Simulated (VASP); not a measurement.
Input of a VASP 6.6.1 run:

The input INCAR:

```
ALGO = Normal
EDIFF = 1E-6
ENCUT = 520
GGA = PS
ISIF = 2
ISMEAR = 1
LASPH = T
LCHARG = F
LREAL = F
LWAVE = F
NBANDS = 28
NELM = 60
PREC = Accurate
SIGMA = 0.1
```

The input KPOINTS:

```
k-points
0
Gamma
  6 6 6
```

POSCAR

```
Ti3Al
1.0
    0.0000000000      3.1942839264      3.1942839264
    3.1942839264      0.0000000000      3.1942839264
    3.1942839264      3.1942839264      0.0000000000
Al Ti
1 3
Direct
    0.0000000000      0.0000000000      0.0000000000
    0.5000000000      0.5000000000      0.5000000000
    0.2500000000      0.2500000000      0.2500000000
    0.7500000000      0.7500000000      0.7500000000
```

Potentials or basis: VASP PAW PBE potentials, release 64 (Al, Ti_sv).

Command:

```bash
$ cat potpaw_PBE.64/Al/POTCAR potpaw_PBE.64/Ti_sv/POTCAR > POTCAR
$ mpirun -np 1 vasp_std > vasp.out
```

(1) Estimate the pressure.

Results:

(1) -1.3 GPa.

Caveat: the PAW data sets were made with another functional, which shifts forces and pressure a little.
